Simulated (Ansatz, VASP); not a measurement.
## Two plane-wave programs on GaC

```
Ga C
1.0
     2.95561    0.00000    0.00000
     0.00000    2.95561    0.00000
     0.00000    0.00000    2.95561
Ga C
1 1
Direct
  0.00000 0.00000 0.00000
  0.50000 0.50000 0.50000
```

Alike in both runs: task single point; functional PBE; k mesh 6 × 6 × 6; occupations gaussian, width 0.1 eV; no spin polarisation.

|  | VASP | Ansatz |
| --- | --- | --- |
| version | VASP 6.6.1 | Ansatz 0.2.0 |
| potentials or method | VASP PAW PBE potentials, release 64 (Ga_d, C), cutoff 600 eV | scalar-relativistic, plane waves, PAW |
| valence electrons in the cell | 17 | 17 |

```tsv
	VASP	Ansatz	Ansatz less VASP
gap on the k mesh at the Fermi level (eV)	none	none	-
pressure (GPa)	-11.8	-11.9	-0.17
```

A gap of «none» marks a metal or a gap that the smearing closes. With one functional, cell and mesh, what is left measures potentials, basis and numerics.
